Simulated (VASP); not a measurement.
Write the native input for VASP 6.6.1 that does the following.

```
Task                   : single point
Functional             : PBEsol
Potentials or basis    : VASP PAW PBE potentials, release 64 (Al)
Cutoff                 : 520 eV
k mesh                 : 10 × 10 × 10
Occupations            : fermi-dirac, width 0.1 eV
Spin                   : no spin polarisation
Dipole correction      : no
Further INCAR settings : ALGO = Normal; EDIFF = 1e-07; NBANDS = 10
```

The structure of Al lies in POSCAR:

```
Al
1.0
    0.0000000000      3.0368487059      3.0368487059
    3.0368487059      0.0000000000      3.0368487059
    3.0368487059      3.0368487059      0.0000000000
Al
2
Direct
    0.1250000000      0.1250000000      0.1250000000
    0.8750000000      0.8750000000      0.8750000000
```

This cell differs from its parent crystal: volume scaled by 1.04.

The input as run:

INCAR

```
  ALGO = Normal
  EDIFF = 1E-7
  ENCUT = 520
  GGA = PS
  ISIF = 2
  ISMEAR = -1
  LASPH = T
  LCHARG = T
  LELF = T
  LREAL = F
  LVHAR = T
  LWAVE = F
  NBANDS = 10
  NELM = 80
  PREC = Accurate
  SIGMA = 0.1
```

KPOINTS

```
k-points
0
Gamma
  10 10 10
```

Potentials or basis: VASP PAW PBE potentials, release 64 (Al).

The run is started by

```console
$ cat potpaw_PBE.64/Al/POTCAR > POTCAR
$ mpirun -np 1 vasp_std > vasp.out
```

It gave:

The pressure is -1.4 GPa. The band gap on the k mesh is zero (band 3 reaches 4.74 eV, above the bottom of band 4 at 1.35 eV).

Caveat: the PAW data sets were made with another functional, which shifts forces and pressure a little.

Wall time 12 s on 1 thread of Intel(R) Xeon(R) Platinum 8488C (Sapphire Rapids), with other jobs on the host, peak memory 0.17 GiB.
